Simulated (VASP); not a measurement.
# MgO (P3m1) in VASP: notebook, part 2 of 2

VASP 6.6.1. Earlier steps stand in the parts before.

### Step 3. Single point, PBEsol

This run uses another cell than the first one, of 9.59 Å³/atom.

INCAR reads:

```
SYSTEM = MgO
PREC = Accurate
ENCUT = 520
EDIFF = 1E-6
ISMEAR = 0
SIGMA = 0.05
LREAL = .FALSE.
LASPH = .TRUE.
NELM = 60
ALGO = Normal
ISIF = 2
LWAVE = .FALSE.
LCHARG = .TRUE.
GGA = PS
LELF = .TRUE.
LVHAR = .TRUE.
NBANDS = 36
```

KPOINTS reads:

```
Automatic mesh
0
G
  9 9 2
  0 0 0
```

POSCAR reads:

```
MgO
1.0
    2.1075959645     -2.1075959645      0.0000000000
    2.1075959645      0.0000000000     -2.1075959645
    8.6324564522      8.6324564522      8.6324564522
Mg O
6 6
Direct
    1.0000000000      0.0000000000      0.3662218239
    0.3333333333      0.3333333333      0.2034565688
    0.6666666667      0.6666666667      0.5289870790
    1.0000000000      1.0000000000      0.8545175891
    0.3333333333      0.3333333333      0.6917523341
    0.6666666667      0.6666666667      0.0406913138
    0.6666666667      0.6666666667      0.2848391964
    0.0000000000      0.0000000000      0.1220739413
    0.3333333333      0.3333333333      0.4476044514
    0.6666666667      0.6666666667      0.7731349616
    1.0000000000      1.0000000000      0.6103697065
    0.3333333333      0.3333333333      0.9359002167
```

Potentials or basis: VASP PAW PBE potentials, release 64 (Mg, O).

On the command line:

```bash
cat potpaw_PBE.64/Mg/POTCAR potpaw_PBE.64/O/POTCAR > POTCAR
mpirun -np 1 vasp_std > vasp.out
```

OUTCAR:

```text
SYSTEM = MgO
   PREC = Accurate
   ENCUT = 520
   EDIFF = 1E-6
   ISMEAR = 0
   LREAL = .FALSE.
   LASPH = .TRUE.
   NELM = 60
   ISIF = 2
   GGA = PS

 ion  position               nearest neighbor table
   1  0.000  0.000  0.366-   7 2.11   9 2.11   7 2.11   7 2.11   9 2.11   9 2.11   2 2.98   3 2.98
                             2 2.98   3 2.98   2 2.98   3 2.98
   2  0.333  0.333  0.203-   8 2.11   8 2.11   8 2.11   7 2.11   7 2.11   7 2.11   6 2.98   6 2.98
                             6 2.98   1 2.98   1 2.98   1 2.98
   3  0.667  0.667  0.529-  11 2.11  11 2.11  11 2.11   9 2.11   9 2.11   9 2.11   1 2.98   5 2.98
                             5 2.98   1 2.98   1 2.98   5 2.98
   4  0.000  0.000  0.855-  10 2.11  10 2.11  10 2.11  12 2.11  12 2.11  12 2.11   5 2.98   5 2.98
                             5 2.98   6 3.27   6 3.27   6 3.27
   5  0.333  0.333  0.692-  10 2.11  10 2.11  10 2.11  11 2.11  11 2.11  11 2.11   4 2.98   4 2.98
                             4 2.98   3 2.98   3 2.98   3 2.98
   6  0.667  0.667  0.041-   8 2.11   8 2.11   8 2.11  12 2.33  12 2.33  12 2.33   2 2.98   2 2.98
                             2 2.98   4 3.27   4 3.27   4 3.27
   7  0.667  0.667  0.285-   1 2.11   1 2.11   1 2.11   2 2.11   2 2.11   2 2.11
   8  0.000  0.000  0.122-   2 2.11   6 2.11   2 2.11   2 2.11   6 2.11   6 2.11
   9  0.333  0.333  0.448-   1 2.11   1 2.11   1 2.11   3 2.11   3 2.11   3 2.11
  10  0.667  0.667  0.773-   5 2.11   5 2.11   4 2.11   4 2.11   4 2.11   5 2.11
  11  0.000  0.000  0.610-   3 2.11   3 2.11   3 2.11   5 2.11   5 2.11   5 2.11
  12  0.333  0.333  0.936-   4 2.11   4 2.11   4 2.11   6 2.33   6 2.33   6 2.33

  LATTYP: Found a hexagonal cell.
 ALAT       =     2.9805907970
 C/A-ratio  =     5.0164058697

  Lattice vectors:

 A1 = (  -2.1075959645,   0.0000000000,   2.1075959645)
 A2 = (   2.1075959645,  -2.1075959645,   0.0000000000)
 A3 = (   8.6324564522,   8.6324564522,   8.6324564522)

Analysis of symmetry for initial positions (statically):
=====================================================================
 Subroutine PRICEL returns:
 Original cell was already a primitive cell.

[... 174 lines left out ...]
  volume of cell :      115.04
 maximum number of plane-waves:      3163
 NGX is ok and might be reduce to    24
   NGX = 11   NGY = 11   NGZ = 55

 number of electron      48.0000013 magnetization

 Free energy of the ion-electron system (eV)
  ---------------------------------------------------
  ext. energy  EPLUGINS =         0.00000000
  ---------------------------------------------------
  free energy    TOTEN  =       -74.52888544 eV

  energy without entropy =      -74.52888544  energy(sigma->0) =      -74.52888544

 E-fermi :   4.3227     XC(G=0): -11.1838

 val. band max:        4.0569118452   @ k =   0.0000   0.0000   0.0000
 cond. band min:       6.9331921630   @ k =   0.0000   0.0000   0.0000
 fundamental gap:      2.8762803178
 Fermi energy:         4.3226788777

 k-point     1 :       0.0000    0.0000    0.0000
  band No.  band energies     occupation
      1     -14.9073      2.00000
      2     -14.3463      2.00000
      3     -13.9039      2.00000
      4     -13.4667      2.00000
      5     -12.9723      2.00000
      6     -12.1913      2.00000
[... 925 lines left out ...]
     35      14.6744      0.00000
     36      14.8607      0.00000

------------------------ aborting loop because EDIFF is reached ----------------------------------------

  FORCE on cell =-STRESS in cart. coord.  units (eV):
  Direction    XX          YY          ZZ          XY          YZ          ZX
  --------------------------------------------------------------------------------------
  -------------------------------------------------------------------------------------
  Total       -2.2327696     -2.2327696     -2.2327696     -1.8115991     -1.8115991     -1.8115991
  in kB      -31.0974039    -31.0974039    -31.0974039    -25.2314557    -25.2314557    -25.2314557
  external PRESSURE =     -31.0974039 kB  Pullay stress =       0.0000000 kB

 VOLUME and BASIS-vectors are now :
 -----------------------------------------------------------------------------
  energy-cutoff  :      520.00
  volume of cell :      115.04
      direct lattice vectors                 reciprocal lattice vectors
     2.107595965 -2.107595965  0.000000000     0.158158081 -0.316316162  0.158158081
     2.107595965  0.000000000 -2.107595965     0.158158081  0.158158081 -0.316316162
     8.632456452  8.632456452  8.632456452     0.038613961  0.038613961  0.038613961

 POSITION                                       TOTAL-FORCE (eV/Angst)
 -----------------------------------------------------------------------------------
      3.16139      3.16139      3.16139         0.188625      0.188625      0.188625
      3.16139      1.05380      1.05380         0.184617      0.184617      0.184617
      7.37659      3.16139      3.16139         0.188849      0.188849      0.188849
      7.37659      7.37659      7.37659         0.588308      0.588308      0.588308
      7.37659      5.26899      5.26899         0.187445      0.187445      0.187445
      3.16139     -1.05380     -1.05380        -1.471323     -1.471323     -1.471323
      5.26899      1.05380      1.05380        -0.188000     -0.188000     -0.188000
      1.05380      1.05380      1.05380        -0.208585     -0.208585     -0.208585
      5.26899      3.16139      3.16139        -0.188488     -0.188488     -0.188488
      9.48418      5.26899      5.26899        -0.187416     -0.187416     -0.187416
      5.26899      5.26899      5.26899        -0.189214     -0.189214     -0.189214
      9.48418      7.37659      7.37659         1.095184      1.095184      1.095184
 -----------------------------------------------------------------------------------
    total drift:                               -0.000019     -0.000019     -0.000019

  FREE ENERGIE OF THE ION-ELECTRON SYSTEM (eV)
  ---------------------------------------------------
  free  energy   TOTEN  =       -74.5288854429 eV

  energy  without entropy=      -74.5288854429  energy(sigma->0) =      -74.52888544
```

OSZICAR:

```text
N       E                     dE             d eps       ncg     rms          rms(c)
DAV:   1     0.233355221622E+03    0.23336E+03   -0.23439E+04  1728   0.122E+03
DAV:   2    -0.670685792272E+02   -0.30042E+03   -0.28853E+03  2252   0.262E+02
DAV:   3    -0.829337089659E+02   -0.15865E+02   -0.15789E+02  2156   0.626E+01
DAV:   4    -0.830403554202E+02   -0.10665E+00   -0.10655E+00  2124   0.585E+00
DAV:   5    -0.830409801735E+02   -0.62475E-03   -0.62449E-03  2112   0.455E-01    0.164E+01
DAV:   6    -0.747408118387E+02    0.83002E+01   -0.30071E+01  2040   0.279E+01    0.542E+00
DAV:   7    -0.746439475257E+02    0.96864E-01   -0.88055E-01  2024   0.494E+00    0.350E+00
DAV:   8    -0.745381739988E+02    0.10577E+00   -0.26915E-01  2132   0.431E+00    0.725E-01
DAV:   9    -0.745299436930E+02    0.82303E-02   -0.43661E-02  2128   0.117E+00    0.281E-01
DAV:  10    -0.745292017353E+02    0.74196E-03   -0.68954E-03  2120   0.446E-01    0.139E-01
DAV:  11    -0.745289430466E+02    0.25869E-03   -0.66151E-04  2156   0.231E-01    0.377E-02
DAV:  12    -0.745288941939E+02    0.48853E-04   -0.12530E-04  2168   0.136E-01    0.157E-02
DAV:  13    -0.745288878316E+02    0.63623E-05   -0.10013E-04  2124   0.830E-02    0.105E-02
DAV:  14    -0.745288862712E+02    0.15604E-05   -0.17158E-05  2184   0.274E-02    0.586E-03
DAV:  15    -0.745288854429E+02    0.82832E-06   -0.31381E-06  2120   0.122E-02
   1 F= -.74528885E+02 E0= -.74528885E+02  d E =-.373784E-15
```

stdout:

```text
POSCAR found type information on POSCAR MgO
 POSCAR found :  2 types and      12 ions
 scaLAPACK will be used
 -----------------------------------------------------------------------------
|                                                                             |
|                                                                             |
|     You enforced a specific xc type in the INCAR file but a different       |
|     I HOPE YOU KNOW WHAT YOU ARE DOING!                                     |
|                                                                             |
 -----------------------------------------------------------------------------

 LDA part: xc-table for (Slater+PW92), standard interpolation
 POSCAR, INCAR and KPOINTS ok, starting setup
 FFT: planning ... GRIDC
 FFT: planning ... GRID_SOFT
 FFT: planning ... GRID
 WAVECAR not read
 entering main loop
```

It took 84 s on 1 thread of Intel Xeon 6975P-C (Granite Rapids), shared host; peak memory 0.27 GiB.

What came out:

- Free energy: -74.5289 eV
- Pressure: -3.1 GPa
- Largest force: 2.548 eV/Å
- Band gap on the k mesh: 2.88 eV

Forces on the atoms (eV/Å):
```
Mg   0.189  0.189  0.189
Mg   0.185  0.185  0.185
Mg   0.189  0.189  0.189
Mg   0.588  0.588  0.588
Mg   0.187  0.187  0.187
Mg  -1.471 -1.471 -1.471
O   -0.188 -0.188 -0.188
O   -0.209 -0.209 -0.209
O   -0.188 -0.188 -0.188
O   -0.187 -0.187 -0.187
O   -0.189 -0.189 -0.189
O    1.095  1.095  1.095
```

Stress tensor (GPa, compression positive):
```
-3.11 -2.52 -2.52
-2.52 -3.11 -2.52
-2.52 -2.52 -3.11
```

Caveat: the cell stands under tension; the PAW data sets were made with another functional, which shifts forces and pressure a little. A k mesh can miss the band edges.

### Step 4. Single point, PBEsol

This run uses another cell than the first one, of 9.87 Å³/atom.

INCAR reads:

```
SYSTEM = MgO
PREC = Accurate ; ENCUT = 520
EDIFF = 1E-6 ; ISMEAR = 0
SIGMA = 0.05 ; LREAL = .False.
LASPH = .True. ; NELM = 60
ALGO = Normal ; ISIF = 2
LWAVE = .False. ; LCHARG = .False.
GGA = PS ; NBANDS = 36
```

KPOINTS reads:

```
Automatic mesh
0
Gamma
  9 9 2
  0 0 0
```

POSCAR reads:

```
MgO
1.0
    2.1075959645     -2.1075959645      0.0000000000
    2.1075959645      0.0000000000     -2.1075959645
    8.8922640734      8.8922640734      8.8922640734
Mg O
6 6
Direct
    1.0000000000      0.0000000000      0.3555218244
    0.3333333333      0.3333333333      0.1975121247
    0.6666666667      0.6666666667      0.5135315242
    1.0000000000      1.0000000000      0.8295509237
    0.3333333333      0.3333333333      0.6715412239
    0.6666666667      0.6666666667      0.0395024249
    0.6666666667      0.6666666667      0.2765169746
    0.0000000000      0.0000000000      0.1185072748
    0.3333333333      0.3333333333      0.4345266743
    0.6666666667      0.6666666667      0.7505460738
    1.0000000000      1.0000000000      0.5925363741
    0.3333333333      0.3333333333      0.9085557736
```

On the command line:

```bash
cat potpaw_PBE.64/Mg/POTCAR potpaw_PBE.64/O/POTCAR > POTCAR
mpirun -np 1 vasp_std > vasp.out
```

It took 74 s on 1 thread of Intel Xeon 6975P-C (Granite Rapids), shared host; peak memory 0.28 GiB.

It converged, with:

```
Free energy            : -72.9619 eV
Pressure               : -3.6 GPa
Largest force          : 3.513 eV/Å
Band gap on the k mesh : 0.37 eV
```

Forces in eV/Å, atoms in the order of the input:
```
Mg   0.363  0.363  0.363
Mg   0.361  0.361  0.361
Mg   0.363  0.363  0.363
Mg   1.124  1.124  1.124
Mg   0.362  0.362  0.362
Mg  -2.029 -2.029 -2.029
O   -0.361 -0.361 -0.361
O   -0.338 -0.338 -0.338
O   -0.363 -0.363 -0.363
O   -0.380 -0.380 -0.380
O   -0.365 -0.365 -0.365
O    1.261  1.261  1.261
```

Stress tensor (GPa, compression positive):
```
-3.60 -4.92 -4.92
-4.92 -3.60 -4.92
-4.92 -4.92 -3.60
```

Levels at points of the mesh, in eV from the valence-band top:
```
           k point  band 21  band 22  band 23  band 24  band 25  band 26  band 27  band 28
(0.00, 0.00, 0.00)    -1.82    -1.82     0.00     0.00     0.37     2.33     3.17     3.93
(0.00, 0.00, 0.50)    -1.82    -1.82     0.00     0.00     0.48     2.09     3.57     3.73
```

Caveat: the cell stands under tension; semilocal functionals underestimate gaps, and a narrow one can read as zero; the PAW data sets were made with another functional, which shifts forces and pressure a little.

### Step 5. Single point, PBEsol

This run uses another cell than the first one, of 10.32 Å³/atom.

INCAR reads:

```
  PREC = Accurate
  ENCUT = 520
  EDIFF = 1E-7
  ISMEAR = 0
  SIGMA = 0.05
  LREAL = F
  LASPH = T
  NELM = 80
  ALGO = Normal
  ISIF = 2
  LWAVE = F
  LCHARG = F
  GGA = PS
  NBANDS = 36
```

KPOINTS reads:

```
regular mesh
0
Gamma
  9 9 2
```

POSCAR reads:

```
MgO
1.0
    2.1075959645     -2.1075959645      0.0000000000
    2.1075959645      0.0000000000     -2.1075959645
    9.2964092618      9.2964092618      9.2964092618
Mg O
6 6
Direct
    1.0000000000      0.0000000000      0.3400661328
    0.3333333333      0.3333333333      0.1889256293
    0.6666666667      0.6666666667      0.4912066363
    1.0000000000      1.0000000000      0.7934876432
    0.3333333333      0.3333333333      0.6423471398
    0.6666666667      0.6666666667      0.0377851259
    0.6666666667      0.6666666667      0.2644958811
    0.0000000000      0.0000000000      0.1133553776
    0.3333333333      0.3333333333      0.4156363846
    0.6666666667      0.6666666667      0.7179173915
    1.0000000000      1.0000000000      0.5667768880
    0.3333333333      0.3333333333      0.8690578950
```

On the command line:

```bash
cat potpaw_PBE.64/Mg/POTCAR potpaw_PBE.64/O/POTCAR > POTCAR
mpirun -np 1 vasp_std > vasp.out
```

Wall time 90 s (1 thread of Intel Xeon 6975P-C (Granite Rapids), shared host); peak memory 0.29 GiB.

The run converged. Its results:

* Free energy: -70.8171 eV
* Pressure: -1.7 GPa
* Largest force: 1.891 eV/Å
* Band gap on the k mesh: zero (bands 24 and 25 overlap by 0.23 eV)

Forces in eV/Å, atoms in the order of the input:
```
Mg   0.382  0.382  0.382
Mg   0.442  0.442  0.442
Mg   0.373  0.373  0.373
Mg   1.084  1.084  1.084
Mg   0.364  0.364  0.364
Mg  -1.092 -1.092 -1.092
O   -0.374 -0.374 -0.374
O   -0.327 -0.327 -0.327
O   -0.373 -0.373 -0.373
O   -0.410 -0.410 -0.410
O   -0.374 -0.374 -0.374
O    0.305  0.305  0.305
```

Stress tensor (GPa, compression positive):
```
-1.74 -3.74 -3.74
-3.74 -1.74 -3.74
-3.74 -3.74 -1.74
```

Levels at points of the mesh, in eV from the Fermi level:
| k point | band 20 | band 21 | band 22 | band 23 | band 24 | band 25 | band 26 | band 27 | band 28 | band 29 |
| --- | --- | --- | --- | --- | --- | --- | --- | --- | --- | --- |
| (0.00, 0.00, 0.00) | -2.30 | -1.62 | -1.62 | -0.63 | 0.22 | 0.22 | 2.05 | 2.92 | 3.79 | 4.65 |
| (0.00, 0.00, 0.50) | -2.43 | -1.62 | -1.62 | -0.54 | 0.22 | 0.22 | 1.90 | 3.15 | 3.68 | 4.63 |

Caveat: semilocal functionals underestimate gaps, and a narrow one can read as zero; the PAW data sets were made with another functional, which shifts forces and pressure a little.

### Step 6. The runs side by side

| cell | gap on the mesh (eV) | pressure (GPa) | largest force (eV/Å) |
| --- | --- | --- | --- |
| a = 2.981, b = 2.981, c = 17.402 Å, angles 90.0, 90.0, 60.0°, 12 atoms | none | -0.7 | 1.28 |
| a = 2.981, b = 2.981, c = 14.952 Å, angles 90.0, 90.0, 60.0°, 12 atoms | 2.88 | -3.1 | 2.55 |
| a = 2.981, b = 2.981, c = 15.402 Å, angles 90.0, 90.0, 60.0°, 12 atoms | 0.37 | -3.6 | 3.51 |
| a = 2.981, b = 2.981, c = 16.102 Å, angles 90.0, 90.0, 60.0°, 12 atoms | none | -1.7 | 1.89 |

Alike in all rows: task single point; level PBEsol; potentials or basis VASP PAW PBE potentials, release 64 (Mg, O); no spin polarisation; k mesh 9 × 9 × 2; cutoff (eV) 520; smearing gaussian 0.05 eV.

Caveats: the PAW data sets were made with another functional, which shifts forces and pressure a little; semilocal functionals underestimate gaps, and a narrow one can read as zero (at least some runs); the cell stands under tension (at least some runs).

Absolute energies hang on the potentials; compare differences alone.

The gap in the log of VASP goes by the Fermi energy; the results here count the filled bands.